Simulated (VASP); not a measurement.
Runs of VASP 6.6.1 on Pd. The structure is that of space group P6_3/mmc (No. 194), or close to it. The cells are those of the table. This isn't the form of Pd at room conditions, which is fcc.

```tsv
task	cell	k mesh	cutoff (eV)	gap on the mesh (eV)	pressure (GPa)	moment (μB)
relaxation of cell and atoms	relaxed from a = 2.751, b = 2.751, c = 8.983 Å, angles 90.0, 90.0, 120.0°, 4 atoms	13 × 13 × 4	600	none	0.0	0.00
single point	a = 2.806, b = 2.806, c = 9.279 Å, angles 90.0, 90.0, 120.0°, 4 atoms	14 × 14 × 4	520	none	0.0	1.55
single point	a = 2.842, b = 2.842, c = 9.402 Å, angles 90.0, 90.0, 120.0°, 4 atoms	14 × 14 × 4	520	none	(a)	1.60
single point	a = 2.806, b = 2.806, c = 9.279 Å, angles 90.0, 90.0, 120.0°, 4 atoms	17 × 17 × 5	500	none	-0.3	(b)
```

Alike in all rows: level RPBE; potentials or basis VASP PAW PBE potentials, release 64 (Pd); spin collinear; smearing fermi-dirac 0.05 eV.

Q: Fill in the values left out.

A: (a) -5.1; (b) 0.01.

Caveats: the PAW data sets were made with another functional, which shifts forces and pressure a little; the cell stands under tension (at least some runs).

A k mesh can miss the band edges, and the runs leave out spin-orbit coupling on Pd.

A gap of «none» marks levels without a gap at the run's occupations.
